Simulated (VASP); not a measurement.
# La2O3 in VASP: a series of runs, part 2 of 2

VASP 6.6.1. The steps go on from the part before.

## Step 3: Single point, PBE

This run uses another cell than the first one, of 19.90 Å³/atom.

Contents of INCAR:

```
SYSTEM = La2O3
PREC = Accurate ; ENCUT = 520
EDIFF = 1E-7 ; ISMEAR = 0
SIGMA = 0.1 ; LREAL = .FALSE.
LASPH = .TRUE. ; NELM = 60
ALGO = Normal ; ISIF = 2
LWAVE = .FALSE. ; LCHARG = .TRUE.
GGA = PE ; LELF = .TRUE.
LVHAR = .TRUE. ; NBANDS = 28
```

Contents of KPOINTS:

```
regular mesh
0
G
  4 4 4
  0 0 0
```

Contents of POSCAR:

```
La2O3
1.0
    0.0000000000      3.3191520000      4.6167698900
    3.2473913900      0.0000000000      4.6167698900
    3.2473913900      3.3191520000      0.0000000000
La O
2 3
Direct
    0.7406179000      0.7406179000      0.2593821000
    0.2593821000      0.2593821000      0.7406179000
    0.0493323200      0.0493323200      0.4506676800
    0.4506676800      0.4506676800      0.0493323200
    0.0000000000      0.0000000000      0.0000000000
```

Potentials or basis: VASP PAW PBE potentials, release 64 (La, O).

Launch:

```console
cat potpaw_PBE.64/La/POTCAR potpaw_PBE.64/O/POTCAR > POTCAR
mpirun -np 1 vasp_std > vasp.out
```

Run time: 2.5 min. Hardware: 1 thread of Intel Xeon Platinum 8488C (Sapphire Rapids), shared host; peak memory 0.26 GiB.

The run converged. Its results:

```yaml
Free_energy: -29.6112 eV
Pressure: -11.7 GPa
Largest_force: 2.370 eV/Å
Band_gap_on_the_k_mesh: zero (bands 20 and 21 overlap by 0.71 eV)
```

Forces in eV/Å, atoms in the order of the input:
```
La   0.000  0.000  0.631
La   0.000  0.000 -0.631
O    0.000  0.000  2.370
O    0.000  0.000 -2.370
O    0.000  0.000  0.000
```

Stress tensor (GPa, compression positive):
```
  3.31   0.00   0.00
  0.00   0.78   0.00
  0.00   0.00 -39.09
```

Levels at points of the mesh, in eV from the Fermi level:
```tsv
k point	band 18	band 19	band 20	band 21	band 22	band 23
(0.00, 0.00, 0.00)	-1.50	-1.24	-0.74	0.65	0.69	1.75
(0.50, 0.00, 0.00)	-1.38	-1.19	0.50	0.65	1.38	1.42
(0.50, 0.50, 0.00)	-1.75	-1.60	-0.67	0.44	0.46	1.70
(0.50, 0.00, 0.50)	-1.40	-1.27	-1.15	0.54	0.71	1.30
(0.00, 0.50, 0.50)	-1.46	-1.28	-1.10	0.50	0.75	1.29
```

Caveat: the k points lie up to 0.38 Å⁻¹ apart, too coarse for converged energies and pressures of a metal; spin-orbit coupling is left out, which moves the levels of the heavy elements; forces of over 1 eV/Å act on the atoms, so gaps and moduli don't describe the material at rest.

## Step 4: Relaxation of cell and atoms, PBE

This run uses another cell than the first one, of 19.90 Å³/atom.

Contents of INCAR:

```
SYSTEM = La2O3
PREC = Accurate
ENCUT = 600
EDIFF = 1E-6
ISMEAR = 0
SIGMA = 0.1
LREAL = .FALSE.
LASPH = .TRUE.
NELM = 100
ALGO = Normal
ISIF = 3
LWAVE = .FALSE.
LCHARG = .FALSE.
GGA = PE
IBRION = 2
NSW = 90
EDIFFG = -0.04
```

KPOINTS is that of step 3.

POSCAR is that of step 3.

Launch:

```console
cat potpaw_PBE.64/La/POTCAR potpaw_PBE.64/O/POTCAR > POTCAR
mpirun -np 1 vasp_std > vasp.out
```

Run time: 20 min. Hardware: 1 thread of Intel Xeon Platinum 8488C (Sapphire Rapids), shared host; peak memory 0.36 GiB.

Results (log left out):

| Item | Value |
| --- | --- |
| Free energy | -34.0432 eV |
| Relaxed volume | 17.14 Å³/atom |
| Relaxed cell | a = 4.959 Å, b = 4.960 Å, c = 4.929 Å, α = 60.19°, β = 60.21°, γ = 59.60° |
| Space group after relaxing (to 0.1 Å) | I-4m2 (No. 119) |
| Energy gained by relaxing | 885.6 meV/atom |
| Ionic steps | 22 |
| Pressure after relaxing | 0.0 GPa |
| Largest force after relaxing | 0.011 eV/Å |
| Band gap on the k mesh | 0.02 eV |

Forces on the atoms (eV/Å):
```
La   0.000  0.000  0.011
La   0.000  0.000 -0.011
O    0.000  0.000  0.000
O    0.000  0.000  0.000
O    0.000  0.000  0.000
```

The path:
```tsv
step	energy change (eV)	largest force (eV/Å)	pressure (GPa)	volume (Å³)
1	0.0000	2.3710	-11.72	99.52
2	-2.9903	6.9378	21.40	78.00
3	-3.4794	2.5759	6.36	82.86
4	-3.4939	3.0202	7.99	82.21
5	-4.3459	1.3201	1.82	87.29
6	-4.3460	1.3354	1.90	87.26
7	-4.2239	1.3401	-6.25	90.04
8	-4.4045	0.1325	-1.40	88.20
9	-4.4047	0.1631	-1.35	88.17
10	-4.4047	0.1883	-1.28	88.15
11	-4.4158	0.1279	-0.39	86.77
12	-4.4178	0.1475	0.28	85.82
13	-4.4194	0.1062	-0.05	85.84
14	-4.4196	0.1325	-0.18	85.85
15	-4.4206	0.1230	-0.11	85.81
16	-4.4231	0.0996	-0.02	85.72
17	-4.4262	0.0590	0.24	85.52
18	-4.4244	0.0511	0.88	85.12
19	-4.4268	0.0509	0.45	85.39
20	-4.4278	0.0633	0.01	85.63
21	-4.4278	0.0659	0.05	85.64
22	-4.4280	0.0105	0.01	85.72
```

Final structure:
```
La O
1.0
     0.00000    3.48522    3.52785
     3.48606    0.00000    3.52785
     3.48606    3.48522    0.00000
La O
2 3
Direct
  0.71869 0.71869 0.28131
  0.28131 0.28131 0.71869
  0.05488 0.05488 0.44512
  0.44512 0.44512 0.05488
  0.00000 0.00000 0.00000
```

Levels at points of the mesh, in eV from the valence-band top:
| k point | band 18 | band 19 | band 20 | band 21 | band 22 | band 23 |
| --- | --- | --- | --- | --- | --- | --- |
| (0.00, 0.00, 0.00) | -1.01 | 0.00 | 0.00 | 0.02 | 0.37 | 2.45 |
| (0.50, 0.00, 0.00) | -1.59 | -1.54 | -0.21 | 1.97 | 2.05 | 2.28 |
| (0.50, 0.50, 0.00) | -1.14 | -0.13 | -0.13 | 0.57 | 0.77 | 2.04 |
| (0.50, 0.00, 0.50) | -1.93 | -1.27 | -1.24 | 1.71 | 1.94 | 2.03 |
| (0.00, 0.50, 0.50) | -1.93 | -1.27 | -1.24 | 1.71 | 1.94 | 2.03 |

Caveat: the smearing spreads over this small gap; semilocal functionals underestimate gaps, and a narrow one can read as zero; spin-orbit coupling is left out, which moves the levels of the heavy elements.

## Step 5: Single point, PBE

Contents of INCAR:

```
PREC = Accurate
ENCUT = 520
EDIFF = 1E-7
ISMEAR = 0
SIGMA = 0.1
LREAL = False
LASPH = True
NELM = 80
ALGO = Normal
ISIF = 2
LWAVE = False
LCHARG = False
GGA = PE
NBANDS = 28
```

Contents of KPOINTS:

```
regular mesh
0
Gamma
  12 12 12
```

Contents of POSCAR:

```
La2O3
1.0
   -2.4685487911      2.4685487911      3.5308329158
    2.4685487911     -2.4685487911      3.5308329158
    2.4685487911      2.4685487911     -3.5308329158
La O
2 3
Direct
    0.7189699683      0.7189699683      0.0000000000
    0.2810300317      0.2810300317      0.0000000000
    0.0551302138      0.5551302138      0.5000000000
    0.4448697862      0.9448697862      0.5000000000
    0.0000000000      0.0000000000      0.0000000000
```

Potentials or basis: VASP PAW PBE potentials, release 64 (La, O).

Launch:

```console
cat potpaw_PBE.64/La/POTCAR potpaw_PBE.64/O/POTCAR > POTCAR
mpirun -np 1 vasp_std > vasp.out
```

OUTCAR:

```text
PREC = Accurate
   ENCUT = 520
   EDIFF = 1E-7
   ISMEAR = 0
   LREAL = False
   LASPH = True
   NELM = 80
   ISIF = 2
   GGA = PE

 ion  position               nearest neighbor table
   1  0.719  0.719  0.000-   5 1.98   3 2.73   3 2.73   2 3.09   2 3.52   2 3.52   2 3.52   2 3.52

   2  0.281  0.281  0.000-   5 1.98   4 2.73   4 2.73   1 3.09   1 3.52   1 3.52   1 3.52   1 3.52

   3  0.055  0.555  0.500-   1 2.73   1 2.73
   4  0.445  0.945  0.500-   2 2.73   2 2.73
   5  0.000  0.000  0.000-   1 1.98   2 1.98

[... 949 lines left out ...]
  -------------------------------------------------------------------------------------
  Total       -0.0589056     -0.0589056     -0.1307879      0.0000000      0.0000000      0.0000000
  in kB       -1.0965961     -1.0965961     -2.4347677      0.0000000      0.0000000      0.0000000
  external PRESSURE =      -1.5426533 kB  Pullay stress =       0.0000000 kB

 VOLUME and BASIS-vectors are now :
 -----------------------------------------------------------------------------
  energy-cutoff  :      520.00
  volume of cell :       86.06
      direct lattice vectors                 reciprocal lattice vectors
    -2.468548791  2.468548791  3.530832916     0.000000000  0.202548154  0.141609646
     2.468548791 -2.468548791  3.530832916     0.202548154  0.000000000  0.141609646
     2.468548791  2.468548791 -3.530832916     0.202548154  0.202548154  0.000000000

 POSITION                                       TOTAL-FORCE (eV/Angst)
 -----------------------------------------------------------------------------------
      0.00000      0.00000      5.07713         0.000000     -0.000000     -0.004911
      0.00000      0.00000      1.98454         0.000000     -0.000000      0.004911
      2.46855      0.00000      0.38931        -0.000000      0.000000      0.006615
      2.46855      0.00000      3.14152        -0.000000      0.000000     -0.006615
      0.00000      0.00000      0.00000        -0.000000      0.000000     -0.000000
 -----------------------------------------------------------------------------------
    total drift:                               -0.000000      0.000000     -0.000000

  FREE ENERGIE OF THE ION-ELECTRON SYSTEM (eV)
  ---------------------------------------------------
  free  energy   TOTEN  =       -34.0262427406 eV

  energy  without entropy=      -34.0256562687  energy(sigma->0) =      -34.02594950
```

stdout:

```text
POSCAR found type information on POSCAR LaO
 POSCAR found :  2 types and       5 ions
 scaLAPACK will be used
 LDA part: xc-table for (Slater+PW92), standard interpolation
 POSCAR, INCAR and KPOINTS ok, starting setup
 FFT: planning ... GRIDC
 FFT: planning ... GRID_SOFT
 FFT: planning ... GRID
 WAVECAR not read
 entering main loop
```

Run time: 9.3 min. Hardware: 1 thread of Intel Xeon Platinum 8488C (Sapphire Rapids), shared host; peak memory 0.51 GiB.

Results:

```
Free energy            : -34.0262 eV
Pressure               : -0.2 GPa
Largest force          : 0.007 eV/Å
Band gap on the k mesh : 0.03 eV
```

Forces in eV/Å, atoms in the order of the input:
```
La   0.000  0.000 -0.005
La   0.000  0.000  0.005
O    0.000  0.000  0.007
O    0.000  0.000 -0.007
O    0.000  0.000  0.000
```

Stress tensor (GPa, compression positive):
```
-0.11  0.00  0.00
 0.00 -0.11  0.00
 0.00  0.00 -0.24
```

Levels at points of the mesh, in eV from the valence-band top:
```
           k point  band 16  band 17  band 18  band 19  band 20  band 21  band 22  band 23  band 24  band 25
(0.00, 0.00, 0.00)    -1.76    -1.76    -0.99     0.00     0.00     0.03     0.37     2.45     2.70     2.70
(0.50, 0.00, 0.00)    -2.34    -2.06    -1.57    -1.52    -0.21     1.97     2.05     2.27     2.29     2.53
(0.50, 0.50, 0.00)    -2.36    -2.18    -1.91    -1.26    -1.22     1.71     1.93     2.03     2.25     2.45
(0.50, 0.50, 0.50)    -2.11    -2.11    -1.11    -0.13    -0.13     0.58     0.77     2.05     2.37     2.47
```

Caveat: the smearing spreads over this small gap; semilocal functionals underestimate gaps, and a narrow one can read as zero; spin-orbit coupling is left out, which moves the levels of the heavy elements.

## Step 6: Summary

```csv
task,cell,k mesh,cutoff (eV),gap on the mesh (eV),pressure (GPa),largest force (eV/Å)
single point,"a = 4.963, b = 4.964, c = 4.936 Å, angles 60.2, 60.2, 59.6°, 5 atoms, atomic positions A",4 × 4 × 4,520,0.03,-0.1,-
single point,"a = 5.686, b = 5.644, c = 4.644 Å, angles 66.3, 65.3, 48.4°, 5 atoms, atomic positions B",4 × 4 × 4,520,none,-11.7,2.37
relaxation of cell and atoms,"relaxed from a = 5.686, b = 5.644, c = 4.644 Å, angles 66.3, 65.3, 48.4°, 5 atoms, atomic positions B",4 × 4 × 4,600,0.02,0.0,0.01
single point,"a = 4.965 Å, angles 120.4, 120.4, 89.4°, 5 atoms, atomic positions C",12 × 12 × 12,520,0.03,-0.2,0.01
```

Alike in all rows: level PBE; potentials or basis VASP PAW PBE potentials, release 64 (La, O); no spin polarisation; smearing gaussian 0.1 eV.

Caveats: some runs use coarse meshes; spin-orbit coupling is left out, which moves the levels of the heavy elements; the smearing spreads over this small gap (at least some runs); semilocal functionals underestimate gaps, and a narrow one can read as zero (at least some runs); forces of over 1 eV/Å act on the atoms, so gaps and moduli don't describe the material at rest (at least some runs).

Total energies depend on the potentials used, so only differences within one code and one set of settings carry meaning.
